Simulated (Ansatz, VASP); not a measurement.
## One calculation of Be, two programs

```
Be
1.0
     3.74681    0.00000    0.00000
     0.00000    3.74681    0.00000
     0.00000    0.00000    2.28128
Be
4
Direct
  0.29741 0.29741 0.00000
  0.70259 0.70259 0.00000
  0.20259 0.79741 0.50000
  0.79741 0.20259 0.50000
```

Alike in both runs: task electric field gradients; functional PBE; k mesh 9 × 9 × 14; occupations fermi-dirac, width 0.05 eV; no spin polarisation.

|  | VASP | Ansatz |
| --- | --- | --- |
| version | VASP 6.6.1 | Ansatz 0.2.0 |
| potentials or method | VASP PAW PBE potentials, release 64 (Be), cutoff 520 eV | all-electron PAW with datasets made for the crystal, scalar-relativistic |

```tsv
	VASP	Ansatz	Ansatz less VASP
pressure (GPa)	0.1	-0.1	-0.19
traceless stress, the component that is largest in VASP (GPa)	-0.91	-0.91	+0.001
rms of the force components (eV/Å)	0.002	0.004	+0.0013
size of Vzz on the site where it differs most (V/Å²)	1.8	1.5	-0.31
```

Atom by atom the forces differ by 0.001 eV/Å (rms over components). Ansatz ran all-electron here, and VASP with PAW potentials.
